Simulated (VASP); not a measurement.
# BN (P6_3mc) in VASP: a series of runs, part 2 of 2

VASP 6.6.1. The steps go on from the part before.

## 3. Single point, PBE (strain +0.040 along x and y, +0.000 along z)

File INCAR:

```
SYSTEM = BN
ALGO     = Normal         ! electronic algorithm
EDIFF    = 1E-6           ! SCF threshold, eV
ENCUT    = 520            ! plane-wave cutoff, eV
GGA      = PE             ! functional
ISIF     = 2              ! what is computed and relaxed
ISMEAR   = 0              ! smearing method
LASPH    = .True.         ! aspherical terms in the spheres
LCHARG   = .False.        ! write CHGCAR
LREAL    = .False.        ! projectors in reciprocal space
LWAVE    = .False.        ! write WAVECAR
NBANDS   = 16             ! bands
NELM     = 60             ! most SCF steps
PREC     = Accurate       ! precision mode
SIGMA    = 0.05           ! smearing width, eV
```

File KPOINTS:

```
k-points
0
Gamma
  12 12 6
  0 0 0
```

File POSCAR:

```
BN
1.0
    2.6560971858      0.0000000000      0.0000000000
   -1.3280485929      2.3002476378      0.0000000000
    0.0000000000      0.0000000000      4.2268550000
B N
2 2
Direct
    0.6666666667      0.3333333333      0.9997240000
    0.3333333333      0.6666666667      0.4997240000
    0.6666666667      0.3333333333      0.6252760000
    0.3333333333      0.6666666667      0.1252760000
```

Potentials or basis: VASP PAW PBE potentials, release 64 (B, N).

The run is started by

```console
> cat potpaw_PBE.64/B/POTCAR potpaw_PBE.64/N/POTCAR > POTCAR
> mpirun -np 1 vasp_std > vasp.out
```

OUTCAR:

```text
SYSTEM = BN
   EDIFF = 1E-6
   ENCUT = 520
   GGA = PE
   ISIF = 2
   ISMEAR = 0
   LASPH = .True.
   LREAL = .False.
   NELM = 60
   PREC = Accurate

 ion  position               nearest neighbor table
   1  0.667  0.333  1.000-   3 1.58   4 1.62   4 1.62   4 1.62
   2  0.333  0.667  0.500-   4 1.58   3 1.62   3 1.62   3 1.62
   3  0.667  0.333  0.625-   1 1.58   2 1.62   2 1.62   2 1.62
   4  0.333  0.667  0.125-   2 1.58   1 1.62   1 1.62   1 1.62

  LATTYP: Found a hexagonal cell.
 ALAT       =     2.6560971858
 C/A-ratio  =     1.5913781403

  Lattice vectors:

 A1 = (   2.6560971858,   0.0000000000,   0.0000000000)
 A2 = (  -1.3280485929,   2.3002476378,   0.0000000000)
 A3 = (   0.0000000000,   0.0000000000,   4.2268550000)

Analysis of symmetry for initial positions (statically):
=====================================================================
 Subroutine PRICEL returns:
 Original cell was already a primitive cell.

 Routine SETGRP: Setting up the symmetry group for a
 hexagonal supercell.

 Subroutine GETGRP returns: Found 12 space group operations
 (whereof  6 operations were pure point group operations)
 out of a pool of 24 trial point group operations.

The static configuration has the point symmetry C_3v.
 The point group associated with its full space group is C_6v.

Analysis of symmetry for dynamics (positions and initial velocities):
=====================================================================
 Subroutine PRICEL returns:
 Original cell was already a primitive cell.

 Routine SETGRP: Setting up the symmetry group for a
 hexagonal supercell.

 Subroutine GETGRP returns: Found 12 space group operations
 (whereof  6 operations were pure point group operations)
 out of a pool of 24 trial point group operations.

The dynamic configuration has the point symmetry C_3v.
 The point group associated with its full space group is C_6v.

 Subroutine INISYM returns: Found 12 space group operations
 (whereof  6 operations are pure point group operations),
 and found     1 'primitive' translations

----------------------------------------------------------------------------------------

                                     Primitive cell

  volume of cell :      25.8247

  direct lattice vectors                    reciprocal lattice vectors
     2.656097186  0.000000000  0.000000000     0.376492248  0.217367901  0.000000000
    -1.328048593  2.300247638  0.000000000     0.000000000  0.434735801  0.000000000
     0.000000000  0.000000000  4.226855000     0.000000000  0.000000000  0.236582518

  length of vectors
     2.656097186  2.656097186  4.226855000     0.434735801  0.434735801  0.236582518

  position of ions in fractional coordinates (direct lattice)
     0.666666667  0.333333333  0.999724000
     0.333333333  0.666666667  0.499724000
     0.666666667  0.333333333  0.625276000
     0.333333333  0.666666667  0.125276000

  ion indices of the primitive-cell ions
   primitive index   ion index
                 1           1
                 2           2
                 3           3
                 4           4

----------------------------------------------------------------------------------------

 KPOINTS: k-points

Automatic generation of k-mesh.
 Grid dimensions read from file:
 generate k-points for:   12   12    6

 Generating k-lattice:

  Cartesian coordinates                     Fractional coordinates (reciprocal lattice)
     0.031374354  0.018113992  0.000000000     0.083333333  0.000000000  0.000000000
     0.000000000  0.036227983  0.000000000     0.000000000  0.083333333  0.000000000
     0.000000000  0.000000000  0.039430420     0.000000000  0.000000000  0.166666667

  Length of vectors
     0.036227983  0.036227983  0.039430420

  Shift w.r.t. Gamma in fractional coordinates (k-lattice)
     0.000000000  0.000000000  0.000000000

 Subroutine IBZKPT returns following result:
 ===========================================

 Found     76 irreducible k-points:

 Following reciprocal coordinates:
            Coordinates               Weight
  0.000000  0.000000  0.000000      1.000000
  0.083333  0.000000  0.000000      6.000000
  0.166667  0.000000  0.000000      6.000000
  0.250000  0.000000  0.000000      6.000000
  0.333333 -0.000000  0.000000      6.000000
  0.416667  0.000000  0.000000      6.000000
[... 16 lines left out ...]
  0.250000  0.000000  0.166667     12.000000
  0.333333 -0.000000  0.166667     12.000000
 [... further k-points ...]
   k-points           NKPTS =     76   k-points in BZ     NKDIM =     76   number of bands    NBANDS=     16
   number of dos      NEDOS =    301   number of ions     NIONS =      4
   total plane-waves  NPLWV =  12800
   dimension x,y,z NGX =    20 NGY =   20 NGZ =   32
   dimension x,y,z NGXF=    40 NGYF=   40 NGZF=   64
   ions per type =               2   2
   NGX,Y,Z   is equivalent  to a cutoff of  12.52, 12.52, 12.59 a.u.
   NGXF,Y,Z  is equivalent  to a cutoff of  25.04, 25.04, 25.17 a.u.
 SYSTEM =  BN
   PREC   = accura    normal or accurate (medium, high low for compatibility)
   ISTART =      0    job   : 0-new  1-cont  2-samecut
   ICHARG =      2    charge: 1-file 2-atom 10-const
   ISPIN  =      1    spin polarized calculation?
   LNONCOLLINEAR =      F non collinear calculations
   LSORBIT =      F    spin-orbit coupling
   LASPH  =      T    aspherical Exc in radial PAW
   ENCUT  =  520.0 eV  38.22 Ry    6.18 a.u.   4.94  4.94  7.86*2*pi/ulx,y,z
   NELM   =     60;   NELMIN=  2; NELMDL= -5     # of ELM steps
   EDIFF  = 0.1E-05   stopping-criterion for ELM
   LREAL  =      F    real-space projection
   EDIFFG = 0.1E-04   stopping-criterion for IOM
   NSW    =      0    number of steps for IOM
   IBRION =     -1    ionic relax: 0-MD 1-quasi-New 2-CG
   NFREE  =      0    steps in history (QN), initial steepest desc. (CG)
   ISIF   =      2    stress and relaxation
   ISYM   =      2    0-nonsym 1-usesym 2-fastsym
   POTIM  = 0.5000    time-step for ionic-motion
   TEBEG  =    0.0;   TEEND  =   0.0 temperature during run
   PSTRESS=    0.0 pullay stress
   NELECT =      16.0000    total number of electrons
   NUPDOWN=      -1.0000    fix difference up-down
   EMIN   =  10.00;   EMAX   =-10.00  energy-range for DOS
   EFERMI =   0.00;   METHOD = LEGACY
   ISMEAR =     0;   SIGMA  =   0.05  broadening in eV -4-tet -1-fermi 0-gaus
   EFERMI_NEDOS =   21; number of points for ismear=-14 and -15
   IALGO  =     38    algorithm
   IMIX   =      4    mixing-type and parameters
     AMIX     =   0.40;   BMIX     =  1.00
     AMIX_MAG =   1.60;   BMIX_MAG =  1.00
  volume/ion in A,a.u.               =       6.46        43.57
  Fermi-wavevector in a.u.,A,eV,Ry     =   1.395628  2.637354 26.501104  1.947776
  Thomas-Fermi vector in A             =   2.519061
   LORBIT       =      0    0 simple, 1 ext, 2 COOP (PROOUT), +10 PAW based schemes
   GGA     = PE    functional components
   LHFCALC =     F    Hartree Fock is set to
   AEXX    =    0.0000 exact exchange contribution
   IVDW    =     0    specifies the selected vdW correction
   LEPSILON=     F    determine dielectric tensor
   LRPA    =     F    only Hartree local field effects (RPA)
 non-spin polarized calculation
 Gauss-broadening in eV      SIGMA  =   0.05
  energy-cutoff  :      520.00
  volume of cell :       25.82
 maximum number of plane-waves:       720
 NGX is ok and might be reduce to    20
   NGX =  9   NGY =  9   NGZ = 15

 number of electron      15.9999995 magnetization

 Free energy of the ion-electron system (eV)
  ---------------------------------------------------
  ext. energy  EPLUGINS =         0.00000000
  ---------------------------------------------------
  free energy    TOTEN  =       -34.61302051 eV

  energy without entropy =      -34.61302051  energy(sigma->0) =      -34.61302051

 E-fermi :   6.7409     XC(G=0): -12.3745

 val. band max:        6.4765574449   @ k =   0.0000   0.0000   0.0000
 cond. band min:      11.8846621584   @ k =   0.3333   0.3333   0.0000
 fundamental gap:      5.4081047135
 Fermi energy:         6.7409184710

 k-point     1 :       0.0000    0.0000    0.0000
  band No.  band energies     occupation
      1     -12.9313      2.00000
      2      -8.8663      2.00000
      3      -3.5472      2.00000
      4       4.2599      2.00000
      5       4.2599      2.00000
      6       6.2863      2.00000
[... 433 lines left out ...]
      3      -1.8151      2.00000
      4      -0.2592      2.00000
      5       0.9517      2.00000
      6       2.3530      2.00000
[... 8 lines left out ...]
     15      21.3386      0.00000
     16      21.6360      0.00000

 [... further k-points ...]
[... 5 lines left out ...]
  --------------------------------------------------------------------------------------
  -------------------------------------------------------------------------------------
  Total       -5.5598604     -5.5598604     -0.7078448      0.0000000      0.0000000      0.0000000
  in kB     -344.9360354   -344.9360354    -43.9149849      0.0000000      0.0000000      0.0000000
  external PRESSURE =    -244.5956852 kB  Pullay stress =       0.0000000 kB

 VOLUME and BASIS-vectors are now :
 -----------------------------------------------------------------------------
  energy-cutoff  :      520.00
  volume of cell :       25.82
      direct lattice vectors                 reciprocal lattice vectors
     2.656097186  0.000000000  0.000000000     0.376492248  0.217367901  0.000000000
    -1.328048593  2.300247638  0.000000000     0.000000000  0.434735801  0.000000000
     0.000000000  0.000000000  4.226855000     0.000000000  0.000000000  0.236582518

 POSITION                                       TOTAL-FORCE (eV/Angst)
 -----------------------------------------------------------------------------------
      1.32805      0.76675      4.22569        -0.000000     -0.000000      0.012536
     -0.00000      1.53350      2.11226         0.000000      0.000000      0.012536
      1.32805      0.76675      2.64295         0.000000      0.000000     -0.012536
     -0.00000      1.53350      0.52952         0.000000     -0.000000     -0.012536
 -----------------------------------------------------------------------------------
    total drift:                               -0.000000     -0.000000     -0.000177

  FREE ENERGIE OF THE ION-ELECTRON SYSTEM (eV)
  ---------------------------------------------------
  free  energy   TOTEN  =       -34.6130205138 eV

  energy  without entropy=      -34.6130205138  energy(sigma->0) =      -34.61302051
```

It took 48 s on 1 thread of Intel Xeon 8259CL, shared host; peak memory 0.15 GiB.

Results:

- Free energy: -34.6130 eV
- Pressure: -24.5 GPa
- Largest force: 0.013 eV/Å
- Band gap on the k mesh: 5.41 eV, indirect (least direct gap 7.54 eV)

Forces on the atoms (eV/Å):
```
B    0.000  0.000  0.013
B    0.000  0.000  0.013
N    0.000  0.000 -0.013
N    0.000  0.000 -0.013
```

Levels at points of the mesh, in eV from the valence-band top:
```
           k point  band 4  band 5  band 6  band 7  band 8  band 9  band 10  band 11  band 12  band 13
(0.00, 0.00, 0.00)   -2.22   -2.22   -0.19    0.00    0.00    7.67     7.67     7.77     9.06     9.28
(0.50, 0.00, 0.00)   -7.00   -6.49   -4.76   -4.09   -1.79    6.01     7.88     9.87    10.50    12.94
(0.00, 0.00, 0.50)   -5.06   -1.24   -1.24   -1.24   -1.24    8.13     8.13     9.22     9.22     9.22
(0.50, 0.00, 0.50)   -9.30   -3.51   -3.51   -3.13   -3.13    6.30     6.30     9.69     9.69    13.35
```

Caveat: the cell differs from its parent crystal (strain +0.040 along x and y, +0.000 along z).
